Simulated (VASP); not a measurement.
Crystal: Sr.

```xyz
1
Lattice="0.0000 2.9590 2.9590 2.9590 0.0000 2.9590 2.9590 2.9590 0.0000" Properties=species:S:1:pos:R:3 pbc="T T T"
Sr    0.0000    0.0000    0.0000
```

* Program: VASP 6.6.1
* Task: relaxation of cell and atoms
* Functional: PBE
* Potentials or basis: VASP PAW PBE potentials, release 64 (Sr_sv)
* Cutoff: 600 eV
* k mesh: 12 × 12 × 12
* Occupations: gaussian, width 0.1 eV
* Spin: no spin polarisation

At the start: pressure 0.7 GPa; volume 51.82 Å³/atom.

Q: Where does the relaxation end?

A: Over 3 steps the energy falls by 6.3 meV/atom and the volume is 54.79 Å³/atom (+5.7 %); space group Fm-3m (No. 225, to 0.1 Å) before and after.

The path:
| step | energy change (eV) | largest force (eV/Å) | pressure (GPa) | volume (Å³) |
| --- | --- | --- | --- | --- |
| 1 | 0.0000 | 0.0000 | 0.70 | 51.82 |
| 2 | -0.0053 | 0.0000 | 0.28 | 53.55 |
| 3 | -0.0063 | 0.0000 | 0.00 | 54.79 |

Final structure:
```
CELL_PARAMETERS angstrom
0.00000 3.01460 3.01460
3.01460 0.00000 3.01460
3.01460 3.01460 0.00000
ATOMIC_POSITIONS crystal
Sr 0.00000 0.00000 0.00000
```
